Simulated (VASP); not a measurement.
# Sb (R-3m) in VASP: further runs, part 2 of 2

VASP 6.6.1. Earlier steps stand in the parts before.

## Step 5: Single point, PBE

This run uses another cell than the first one, of 31.93 Å³/atom.

Input file INCAR:

```
PREC = Accurate ; ENCUT = 520
EDIFF = 1E-6 ; ISMEAR = -1
SIGMA = 0.05 ; LREAL = False
LASPH = True ; NELM = 100
ALGO = Normal ; ISIF = 2
LWAVE = False ; LCHARG = False
GGA = PE ; NBANDS = 12
```

Input file KPOINTS:

```
Automatic mesh
0
Gamma
  8 8 8
```

Input file POSCAR:

```
Sb
1.0
    2.1893655757      1.2640308045      3.8454313107
   -2.1893655757      1.2640308045      3.8454313107
    0.0000000000     -2.5280616090      3.8454313107
Sb
2
Direct
    0.7676637619      0.7676637619      0.7676637619
    0.2323362381      0.2323362381      0.2323362381
```

Potentials or basis: VASP PAW PBE potentials, release 64 (Sb).

Launch:

```sh
> cat potpaw_PBE.64/Sb/POTCAR > POTCAR
> mpirun -np 1 vasp_std > vasp.out
```

It took 58 s on 1 thread of AMD EPYC 7R43 (Zen 3), shared host; peak memory 0.19 GiB.

The run converged. Its results:

```yaml
Free_energy: -8.2830 eV
Pressure: 0.1 GPa
Largest_force: 0.034 eV/Å
Band_gap_on_the_k_mesh: zero (bands 5 and 6 overlap by 0.28 eV)
```

Forces on the atoms (eV/Å):
```
Sb   0.000  0.000 -0.034
Sb   0.000  0.000  0.034
```

Levels at points of the mesh, in eV from the Fermi level:
| k point | band 1 | band 2 | band 3 | band 4 | band 5 | band 6 | band 7 | band 8 | band 9 | band 10 |
| --- | --- | --- | --- | --- | --- | --- | --- | --- | --- | --- |
| (0.00, 0.00, 0.00) | -12.39 | -5.13 | -1.99 | -1.76 | -1.76 | 1.87 | 2.51 | 2.51 | 5.12 | 5.12 |
| (0.50, 0.00, 0.00) | -10.20 | -9.44 | -1.96 | -1.85 | -0.33 | -0.29 | 0.19 | 0.59 | 7.37 | 7.95 |
| (0.50, 0.50, 0.00) | -10.21 | -8.03 | -5.14 | -3.55 | -3.49 | 1.58 | 4.59 | 5.27 | 6.40 | 8.50 |
| (0.50, 0.50, 0.50) | -11.04 | -8.73 | -1.33 | -1.33 | -0.64 | 0.20 | 0.20 | 1.04 | 6.74 | 8.46 |

Caveat: spin-orbit coupling is left out, which moves the levels of the heavy elements.

## Step 6: Relaxation of cell and atoms, PBEsol+D3(BJ)

This run uses another cell than the first one, of 30.21 Å³/atom.

Input file INCAR:

```
PREC     = Accurate       # precision mode
ENCUT    = 600            # plane-wave cutoff, eV
EDIFF    = 1E-7           # SCF threshold, eV
ISMEAR   = -1             # smearing method
SIGMA    = 0.05           # smearing width, eV
LREAL    = F              # projectors in reciprocal space
LASPH    = T              # aspherical terms in the spheres
NELM     = 100            # most SCF steps
ALGO     = Normal         # electronic algorithm
ISIF     = 3              # what is computed and relaxed
LWAVE    = F              # write WAVECAR
LCHARG   = F              # write CHGCAR
GGA      = PS             # functional
IVDW     = 12             # dispersion correction
IBRION   = 2              # ionic algorithm
NSW      = 60             # ionic steps
EDIFFG   = -0.01          # ionic threshold
```

Input file KPOINTS:

```
regular mesh
0
Gamma
  8 8 8
```

Input file POSCAR:

```
Sb
1.0
    2.1542000000      1.2437279499      3.7580000000
   -2.1542000000      1.2437279499      3.7580000000
    0.0000000000     -2.4874558998      3.7580000000
Sb
2
Direct
    0.7665100000      0.7665100000      0.7665100000
    0.2334900000      0.2334900000      0.2334900000
```

Potentials or basis: VASP PAW PBE potentials, release 64 (Sb).

Launch:

```sh
> cat potpaw_PBE.64/Sb/POTCAR > POTCAR
> mpirun -np 1 vasp_std > vasp.out
```

It took 4.9 min on 1 thread of AMD EPYC 7R43 (Zen 3), shared host; peak memory 0.2 GiB.

It converged, with:

```
Free energy                           : -10.0635 eV
Relaxed volume                        : 28.34 Å³/atom
Relaxed cell                          : a = 4.351 Å, b = 4.351 Å, c = 4.351 Å, α = 58.83°, β = 58.83°, γ = 58.83°
Space group after relaxing (to 0.1 Å) : R-3m (No. 166)
Energy gained by relaxing             : 20.2 meV/atom
Ionic steps                           : 10
Pressure after relaxing               : 0.0 GPa
Band gap on the k mesh                : zero (bands 5 and 6 overlap by 0.31 eV)
Dispersion energy per atom            : -0.482 eV
```

The path:
| step | energy change (eV) | largest force (eV/Å) | pressure (GPa) | volume (Å³) |
| --- | --- | --- | --- | --- |
| 1 | 0.0000 | 0.1533 | -2.20 | 60.41 |
| 2 | -0.0179 | 0.4260 | 1.30 | 56.86 |
| 3 | -0.0204 | 0.3555 | 0.31 | 57.74 |
| 4 | -0.0322 | 0.2151 | 0.29 | 57.22 |
| 5 | -0.0397 | 0.0081 | 0.46 | 56.25 |
| 6 | -0.0397 | 0.0164 | 0.45 | 56.30 |
| 7 | -0.0394 | 0.0477 | -0.58 | 57.15 |
| 8 | -0.0403 | 0.0126 | -0.02 | 56.68 |
| 9 | -0.0404 | 0.0062 | -0.01 | 56.67 |
| 10 | -0.0404 | 0.0009 | 0.00 | 56.67 |

Final structure:
```
Sb
1.0
     2.13664    1.23359    3.58350
    -2.13664    1.23359    3.58350
     0.00000   -2.46717    3.58350
Sb
2
Direct
  0.76153 0.76153 0.76153
  0.23847 0.23847 0.23847
```

Levels at points of the mesh, in eV from the Fermi level:
```
           k point  band 1  band 2  band 3  band 4  band 5  band 6  band 7  band 8  band 9
(0.00, 0.00, 0.00)  -13.09   -4.40   -2.00   -1.90   -1.90    2.62    3.01    3.01    4.79
(0.50, 0.00, 0.00)  -10.49   -9.98   -1.66   -1.47   -0.40   -0.10    0.05    0.25    8.15
(0.50, 0.50, 0.00)  -10.48   -7.83   -5.95   -3.98   -3.95    1.50    5.39    5.65    7.65
(0.50, 0.50, 0.50)  -11.05   -9.50   -1.25   -1.25   -0.35   -0.25   -0.25    0.84    7.66
```

Caveat: the PAW data sets were made with another functional, which shifts forces and pressure a little; spin-orbit coupling is left out, which moves the levels of the heavy elements.

## Step 7: Summary

```csv
task,level,potentials or basis,cell,cutoff (eV),gap on the mesh (eV),pressure (GPa),largest force (eV/Å)
single point,PBEsol+D3(BJ),"VASP PAW PBE potentials, release 64 (Sb)","a = 4.351 Å, angles 58.7°, 2 atoms, atomic positions A",520,none,0.2,0.05
single point,PBEsol+D4,"VASP PAW PBE potentials, release 64 (Sb)","a = 4.389 Å, angles 58.5°, 2 atoms, atomic positions B",520,none,0.2,0.05
single point,LDA,"VASP PAW LDA potentials, release 64 (Sb)","a = 4.507 Å, angles 57.1°, 2 atoms, atomic positions C",520,none,-0.9,0.08
single point,PBE,"VASP PAW PBE potentials, release 64 (Sb)","a = 4.602 Å, angles 56.8°, 2 atoms, atomic positions D",520,none,0.1,0.03
relaxation of cell and atoms,PBEsol+D3(BJ),"VASP PAW PBE potentials, release 64 (Sb)","relaxed from a = 4.507 Å, angles 57.1°, 2 atoms, atomic positions C",600,none,0.0,-
```

Alike in all rows: no spin polarisation; k mesh 8 × 8 × 8; smearing fermi-dirac 0.05 eV.

Caveats: spin-orbit coupling is left out, which moves the levels of the heavy elements; the PAW data sets were made with another functional, which shifts forces and pressure a little (at least some runs).

Total energies depend on the potentials used, so only differences within one code and one set of settings carry meaning.
